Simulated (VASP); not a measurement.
Here is a VASP 6.6.1 calculation.

The input INCAR:

```
SYSTEM = SiGe2
PREC = Accurate
ENCUT = 520
EDIFF = 1E-6
ISMEAR = 0
SIGMA = 0.1
LREAL = .FALSE.
LASPH = .TRUE.
NELM = 80
ALGO = Normal
ISIF = 2
LWAVE = .FALSE.
LCHARG = .FALSE.
GGA = PE
NBANDS = 23
```

KPOINTS

```
regular mesh
0
G
  18 18 6
  0 0 0
```

POSCAR

```
SiGe2
1.0
    2.8111520628      0.0000000000      0.0000000000
   -1.4055760314      2.4345291003      0.0000000000
    0.0000000000      0.0000000000      7.8667910102
Si Ge
1 2
Direct
    0.0000000000      0.0000000000      0.5000000000
    0.0000000000      0.0000000000      0.8280999049
    0.0000000000      0.0000000000      0.1719000951
```

Potentials or basis: VASP PAW PBE potentials, release 64 (Si, Ge_d).

Run with:

```console
$ cat potpaw_PBE.64/Si/POTCAR potpaw_PBE.64/Ge_d/POTCAR > POTCAR
$ mpirun -np 1 vasp_std > vasp.out
```

Problem. Predict the pressure.

Solution. 0.0 GPa.

Problem. Predict the largest force.

Solution. 0.004 eV/Å.

Problem. Predict the band gap on the k mesh.

Solution. Zero (band 16 reaches 14.35 eV, above the bottom of band 17 at 4.74 eV).

Forces on the atoms (eV/Å):
```
Si   0.000  0.000  0.000
Ge   0.000  0.000 -0.004
Ge   0.000  0.000  0.004
```
